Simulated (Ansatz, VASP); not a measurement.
**GaSb2: VASP beside Ansatz**

```
Ga Sb
1.0
    -3.69527    3.69527    2.66719
     3.69527   -3.69527    2.66719
     3.69527    3.69527   -2.66719
Ga Sb
2 4
Cartesian
  0.0000 0.0000 1.3336
  0.0000 0.0000 4.0008
  1.0241 4.7194 0.0000
  2.6712 1.0241 0.0000
  2.6712 -1.0241 2.6672
  1.0241 2.6712 2.6672
```

Alike in both runs: functional PBEsol; k mesh 8 × 8 × 8; occupations gaussian, width 0.1 eV; no spin polarisation.

Ansatz relaxed the structure, and its values are those at the end. VASP's run is a single point on that final structure, the one shown.

```csv
,VASP,Ansatz
version,VASP 6.6.1,Ansatz 0.2.0
potentials or method,"VASP PAW PBE potentials, release 64 (Ga_d, Sb), cutoff 520 eV","scalar-relativistic, plane waves, PAW"
valence electrons in the cell,46,86
```

VASP gave:

| Quantity | Value |
| --- | --- |
| gap on the k mesh at the Fermi level (eV) | none |
| pressure (GPa) | 0.1 |
| rms of the force components (eV/Å) | 0.008 |

Which values does Ansatz return?

gap on the k mesh at the Fermi level (eV): none; pressure (GPa): 0.0; rms of the force components (eV/Å): 0.003.

VASP's potentials were made for PBE, not for PBEsol. A gap of «none» marks a metal or a gap that the smearing closes. VASP's potentials hold 46 valence electrons a cell and Ansatz's 86, so a difference there can come from the potentials and not from the codes.

Neither program's run includes spin-orbit coupling.
